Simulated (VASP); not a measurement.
# Mg4CdS3 (P-3m1) in VASP: a series of runs

Mg4CdS3 is run at these levels: PBE; tasks: single point.

All numbers are computed with VASP 6.6.1; they aren't measurements. Logs are shortened: lines on timing, memory, paths and dates and some standing lists are left out, and cuts for length are marked.

## 1. The cell of the first run

The structure is trigonal, space group P-3m1 (No. 164). Conventional cell: a = 3.629 Å, b = 3.629 Å, c = 13.911 Å, α = 90.00°, β = 90.00°, γ = 120.00°. Mg (site symmetry 3m) has 6 S at 2.59 to 2.61 Å and 1 Mg at 3.12 Å within 3.4 Å. Mg (site symmetry 3m) has 3 S at 2.61 Å and 1 Mg at 3.12 Å and 3 Cd at 3.12 Å within 3.4 Å. Within 4.1 Å of Cd (site symmetry -3m) lie 6 Mg at 3.12 Å and 6 Cd at 3.63 Å. S (site symmetry 3m) has 6 Mg at 2.61 Å within 3.4 Å. Within 3.4 Å of S (site symmetry -3m) lie 6 Mg at 2.59 Å.

## 2. Single point, PBE

Input file INCAR:

```
  PREC = Accurate
  ENCUT = 520
  EDIFF = 1E-6
  ISMEAR = 0
  SIGMA = 0.1
  LREAL = False
  LASPH = True
  NELM = 60
  ALGO = Normal
  ISIF = 2
  LWAVE = False
  LCHARG = True
  GGA = PE
  LELF = True
  LVHAR = True
  NBANDS = 29
```

Input file KPOINTS:

```
regular mesh
0
Gamma
  12 12 4
```

Input file POSCAR:

```
Mg4CdS3
1.0
    3.6291906607      0.0000000000      0.0000000000
   -1.8145953304      3.1429713073      0.0000000000
    0.0000000000      0.0000000000     13.9112186225
Mg Cd S
4 1 3
Direct
    0.3333333333      0.6666666667      0.6091236499
    0.6666666667      0.3333333333      0.3908763501
    0.6666666667      0.3333333333      0.1665279906
    0.3333333333      0.6666666667      0.8334720094
    0.0000000000      0.0000000000      0.0000000000
    0.6666666667      0.3333333333      0.7213090520
    0.3333333333      0.6666666667      0.2786909480
    0.0000000000      0.0000000000      0.5000000000
```

Potentials or basis: VASP PAW PBE potentials, release 64 (Mg, Cd, S).

On the command line:

```bash
$ cat potpaw_PBE.64/Mg/POTCAR potpaw_PBE.64/Cd/POTCAR potpaw_PBE.64/S/POTCAR > POTCAR
$ mpirun -np 1 vasp_std > vasp.out
```

OUTCAR:

```text
PREC = Accurate
   ENCUT = 520
   EDIFF = 1E-6
   ISMEAR = 0
   LREAL = False
   LASPH = True
   NELM = 60
   ISIF = 2
   GGA = PE

 ion  position               nearest neighbor table
   1  0.333  0.667  0.609-   8 2.59   8 2.59   8 2.59   6 2.61   6 2.61   6 2.61   4 3.12
   2  0.667  0.333  0.391-   8 2.59   8 2.59   8 2.59   7 2.61   7 2.61   7 2.61   3 3.12
   3  0.667  0.333  0.167-   7 2.61   7 2.61   7 2.61   2 3.12   5 3.12   5 3.12   5 3.12
   4  0.333  0.667  0.833-   6 2.61   6 2.61   6 2.61   1 3.12   5 3.12   5 3.12   5 3.12
   5  0.000  0.000  0.000-   3 3.12   4 3.12   4 3.12   3 3.12   3 3.12   4 3.12
   6  0.667  0.333  0.721-   4 2.61   4 2.61   4 2.61   1 2.61   1 2.61   1 2.61
   7  0.333  0.667  0.279-   3 2.61   3 2.61   3 2.61   2 2.61   2 2.61   2 2.61
   8  0.000  0.000  0.500-   1 2.59   2 2.59   1 2.59   2 2.59   2 2.59   1 2.59

  LATTYP: Found a hexagonal cell.
 ALAT       =     3.6291906607
 C/A-ratio  =     3.8331462640

  Lattice vectors:

 A1 = (   3.6291906607,   0.0000000000,   0.0000000000)
 A2 = (  -1.8145953304,   3.1429713073,   0.0000000000)
 A3 = (   0.0000000000,   0.0000000000,  13.9112186225)

Analysis of symmetry for initial positions (statically):
=====================================================================
 Subroutine PRICEL returns:
 Original cell was already a primitive cell.

 Routine SETGRP: Setting up the symmetry group for a
 hexagonal supercell.

 Subroutine GETGRP returns: Found 12 space group operations
 (whereof 12 operations were pure point group operations)
 out of a pool of 24 trial point group operations.

The static configuration has the point symmetry D_3d.

Analysis of symmetry for dynamics (positions and initial velocities):
=====================================================================
 Subroutine PRICEL returns:
 Original cell was already a primitive cell.

 Routine SETGRP: Setting up the symmetry group for a
 hexagonal supercell.

 Subroutine GETGRP returns: Found 12 space group operations
 (whereof 12 operations were pure point group operations)
 out of a pool of 24 trial point group operations.

The dynamic configuration has the point symmetry D_3d.

 Subroutine INISYM returns: Found 12 space group operations
[... 110 lines left out ...]
   LREAL  =      F    real-space projection
   EDIFFG = 0.1E-04   stopping-criterion for IOM
   NSW    =      0    number of steps for IOM
   IBRION =     -1    ionic relax: 0-MD 1-quasi-New 2-CG
   NFREE  =      0    steps in history (QN), initial steepest desc. (CG)
   ISIF   =      2    stress and relaxation
   ISYM   =      2    0-nonsym 1-usesym 2-fastsym
   POTIM  = 0.5000    time-step for ionic-motion
   TEBEG  =    0.0;   TEEND  =   0.0 temperature during run
   PSTRESS=    0.0 pullay stress
   NELECT =      38.0000    total number of electrons
   NUPDOWN=      -1.0000    fix difference up-down
   EMIN   =  10.00;   EMAX   =-10.00  energy-range for DOS
   EFERMI =   0.00;   METHOD = LEGACY
   ISMEAR =     0;   SIGMA  =   0.10  broadening in eV -4-tet -1-fermi 0-gaus
   EFERMI_NEDOS =   21; number of points for ismear=-14 and -15
   IALGO  =     38    algorithm
   IMIX   =      4    mixing-type and parameters
     AMIX     =   0.40;   BMIX     =  1.00
     AMIX_MAG =   1.60;   BMIX_MAG =  1.00
  volume/ion in A,a.u.               =      19.83       133.85
  Fermi-wavevector in a.u.,A,eV,Ry     =   1.016633  1.921158 14.062204  1.033543
  Thomas-Fermi vector in A             =   2.149988
   LORBIT       =      0    0 simple, 1 ext, 2 COOP (PROOUT), +10 PAW based schemes
   GGA     = PE    functional components
   LHFCALC =     F    Hartree Fock is set to
   AEXX    =    0.0000 exact exchange contribution
   IVDW    =     0    specifies the selected vdW correction
   LEPSILON=     F    determine dielectric tensor
   LRPA    =     F    only Hartree local field effects (RPA)
 non-spin polarized calculation
 Gauss-broadening in eV      SIGMA  =   0.10
  energy-cutoff  :      520.00
  volume of cell :      158.68
 maximum number of plane-waves:      4300
 NGX is ok and might be reduce to    28
   NGX = 13   NGY = 13   NGZ = 51

 number of electron      38.0000003 magnetization

 Free energy of the ion-electron system (eV)
  ---------------------------------------------------
  ext. energy  EPLUGINS =         0.00000000
  ---------------------------------------------------
  free energy    TOTEN  =       -27.18969667 eV

  energy without entropy =      -27.18468750  energy(sigma->0) =      -27.18719208

 E-fermi :   4.2358     XC(G=0):  -9.4508

 val. band max:        4.1876021454   @ k =   0.5000  -0.0000   0.5000
 cond. band min:       4.2492811416   @ k =   0.4167   0.0000   0.5000
 fundamental gap:      0.0616789961
 Fermi energy:         4.2357573211

 k-point     1 :       0.0000    0.0000    0.0000
  band No.  band energies     occupation
      1     -10.1669      2.00000
      2      -9.6765      2.00000
      3      -9.2997      2.00000
      4      -4.3192      2.00000
      5      -4.2026      2.00000
      6      -4.2026      2.00000
[... 757 lines left out ...]
     28      10.0148      0.00000
     29      10.4928      0.00000

 [... further k-points ...]

------------------------ aborting loop because EDIFF is reached ----------------------------------------

  FORCE on cell =-STRESS in cart. coord.  units (eV):
  Direction    XX          YY          ZZ          XY          YZ          ZX
  --------------------------------------------------------------------------------------
  -------------------------------------------------------------------------------------
  Total       -0.1948587     -0.1948587     -0.2159850      0.0000000      0.0000000     -0.0000000
  in kB       -1.9675010     -1.9675010     -2.1808153      0.0000000      0.0000000     -0.0000000
  external PRESSURE =      -2.0386058 kB  Pullay stress =       0.0000000 kB

 VOLUME and BASIS-vectors are now :
 -----------------------------------------------------------------------------
  energy-cutoff  :      520.00
  volume of cell :      158.68
      direct lattice vectors                 reciprocal lattice vectors
     3.629190661  0.000000000  0.000000000     0.275543528  0.159085130  0.000000000
    -1.814595330  3.142971307  0.000000000     0.000000000  0.318170261  0.000000000
     0.000000000  0.000000000 13.911218622     0.000000000  0.000000000  0.071884428

 POSITION                                       TOTAL-FORCE (eV/Angst)
 -----------------------------------------------------------------------------------
     -0.00000      2.09531      8.47365         0.000000     -0.000000     -0.001434
      1.81460      1.04766      5.43757        -0.000000      0.000000      0.001434
      1.81460      1.04766      2.31661        -0.000000      0.000000      0.010540
     -0.00000      2.09531     11.59461         0.000000     -0.000000     -0.010540
      0.00000      0.00000      0.00000        -0.000000      0.000000      0.000000
      1.81460      1.04766     10.03429        -0.000000     -0.000000     -0.000235
     -0.00000      2.09531      3.87693         0.000000      0.000000      0.000235
      0.00000      0.00000      6.95561        -0.000000      0.000000      0.000000
 -----------------------------------------------------------------------------------
    total drift:                               -0.000000      0.000000     -0.000000

  FREE ENERGIE OF THE ION-ELECTRON SYSTEM (eV)
  ---------------------------------------------------
  free  energy   TOTEN  =       -27.1896966738 eV

  energy  without entropy=      -27.1846874955  energy(sigma->0) =      -27.18719208
```

It took 7.7 min on 1 thread of Intel Xeon 8259CL, shared host; peak memory 0.48 GiB.

Results:

```yaml
Free_energy: -27.1897 eV
Pressure: -0.2 GPa
Largest_force: 0.011 eV/Å
Band_gap_on_the_k_mesh: zero (bands 19 and 20 overlap by 0.27 eV)
```

Forces in eV/Å, atoms in the order of the input:
```
Mg   0.000  0.000 -0.001
Mg   0.000  0.000  0.001
Mg   0.000  0.000  0.011
Mg   0.000  0.000 -0.011
Cd   0.000  0.000  0.000
S    0.000  0.000  0.000
S    0.000  0.000  0.000
S    0.000  0.000  0.000
```

Caveat: semilocal functionals underestimate gaps, so a narrow gap can read as zero.

## 3. Single point, PBE

Input file INCAR:

```
SYSTEM = Mg4CdS3
PREC     = Accurate       ! precision mode
ENCUT    = 520            ! plane-wave cutoff, eV
EDIFF    = 1E-6           ! SCF threshold, eV
ISMEAR   = 0              ! smearing method
SIGMA    = 0.1            ! smearing width, eV
LREAL    = .FALSE.        ! projectors in reciprocal space
LASPH    = .TRUE.         ! aspherical terms in the spheres
NELM     = 60             ! most SCF steps
ALGO     = Normal         ! electronic algorithm
ISIF     = 2              ! what is computed and relaxed
LWAVE    = .FALSE.        ! write WAVECAR
LCHARG   = .FALSE.        ! write CHGCAR
GGA      = PE             ! functional
NBANDS   = 29             ! bands
```

Input file KPOINTS:

```
regular mesh
0
G
  12 12 4
  0 0 0
```

Input file POSCAR:

```
Mg4CdS3
1.0
    3.6292024453      0.0000000000      0.0000000000
   -1.8146012227      3.1429815131      0.0000000000
    0.0000000000      0.0000000000     13.9105296562
Mg Cd S
4 1 3
Direct
    0.3333333333      0.6666666667      0.6091244465
    0.6666666667      0.3333333333      0.3908755535
    0.6666666667      0.3333333333      0.1664772079
    0.3333333333      0.6666666667      0.8335227921
    0.0000000000      0.0000000000      0.0000000000
    0.6666666667      0.3333333333      0.7213554562
    0.3333333333      0.6666666667      0.2786445438
    0.0000000000      0.0000000000      0.5000000000
```

Potentials or basis: VASP PAW PBE potentials, release 64 (Mg, Cd, S).

On the command line:

```bash
$ cat potpaw_PBE.64/Mg/POTCAR potpaw_PBE.64/Cd/POTCAR potpaw_PBE.64/S/POTCAR > POTCAR
$ mpirun -np 1 vasp_std > vasp.out
```

Run time: 8.5 min. Hardware: 1 thread of Intel Xeon 8259CL, shared host; peak memory 0.48 GiB.

The run converged. Its results:

```
Free energy            : -27.1897 eV
Pressure               : -0.2 GPa
Largest force          : 0.013 eV/Å
Band gap on the k mesh : zero (bands 19 and 20 overlap by 0.27 eV)
```

Forces in eV/Å, atoms in the order of the input:
```
Mg   0.000  0.000  0.002
Mg   0.000  0.000 -0.002
Mg   0.000  0.000  0.013
Mg   0.000  0.000 -0.013
Cd   0.000  0.000  0.000
S    0.000  0.000 -0.003
S    0.000  0.000  0.003
S    0.000  0.000  0.000
```

Levels at points of the mesh, in eV from the Fermi level:
```
           k point  band 16  band 17  band 18  band 19  band 20  band 21  band 22  band 23
(0.00, 0.00, 0.00)    -1.92    -1.81    -1.81    -1.22     1.67     3.05     3.11     4.20
(0.50, 0.00, 0.00)    -2.83    -2.56    -2.29    -1.37     0.22     1.47     1.79     2.84
(0.00, 0.00, 0.50)    -1.92    -1.82    -1.80    -1.80     2.49     2.65     3.05     3.93
(0.50, 0.00, 0.50)    -2.83    -2.55    -2.21    -1.47    -0.05     2.05     2.16     2.69
```

Caveat: semilocal functionals underestimate gaps, so a narrow gap can read as zero.
